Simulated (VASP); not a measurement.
Input of a VASP 6.6.1 run:

INCAR

```
PREC     = Accurate       # precision mode
ENCUT    = 520            # plane-wave cutoff, eV
EDIFF    = 1E-6           # SCF threshold, eV
ISMEAR   = -1             # smearing method
SIGMA    = 0.05           # smearing width, eV
LREAL    = F              # projectors in reciprocal space
LASPH    = T              # aspherical terms in the spheres
NELM     = 150            # most SCF steps
ALGO     = Normal         # electronic algorithm
ISIF     = 2              # what is computed and relaxed
LWAVE    = F              # write WAVECAR
LCHARG   = F              # write CHGCAR
LMAXMIX  = 4              # l up to which the mixer works
LDAU     = T              # DFT+U
LDAUTYPE = 2            
LDAUL    = 2 -1           # shell
LDAUU    = 8 0            # U, eV
LDAUJ    = 0 0          
LDAUPRINT= 1            
GGA      = PS             # functional
NBANDS   = 25             # bands
```

Contents of KPOINTS:

```
Automatic mesh
0
Gamma
  10 10 5
```

The input POSCAR:

```
CuO
1.0
    2.3418500000     -1.7113000000      0.0000000000
    2.3418500000      1.7113000000      0.0000000000
   -0.8500274268      0.0000000000      5.0578693947
Cu O
2 2
Direct
    0.5000000000      0.0000000000      0.5000000000
    0.0000000000      0.5000000000      0.0000000000
    0.4184000000      0.5816000000      0.7500000000
    0.5816000000      0.4184000000      0.2500000000
```

Potentials or basis: VASP PAW PBE potentials, release 64 (Cu, O).

Run with:

```console
$ cat potpaw_PBE.64/Cu/POTCAR potpaw_PBE.64/O/POTCAR > POTCAR
$ mpirun -np 1 vasp_std > vasp.out
```

Q: Predict the largest force.

A: 0.282 eV/Å.

Q: Estimate the band gap on the k mesh.

A: Zero (band 17 reaches 4.96 eV, above the bottom of band 18 at 4.29 eV).

Q: What does it give for the pressure?

A: -8.6 GPa.

Eigenvalues of the final occupation matrices:
| site | spin | trace | eigenvalues |
| --- | --- | --- | --- |
| site 1 d | 1 | 4.70 | 0.81 0.96 0.97 0.97 0.98 |
| site 1 d | 2 | 4.70 | 0.81 0.96 0.97 0.97 0.98 |
| site 2 d | 1 | 4.70 | 0.81 0.96 0.97 0.97 0.98 |
| site 2 d | 2 | 4.70 | 0.81 0.96 0.97 0.97 0.98 |

Caveat: the PAW data sets were made with another functional, which shifts forces and pressure a little; U without spin polarisation on a metal has little footing.
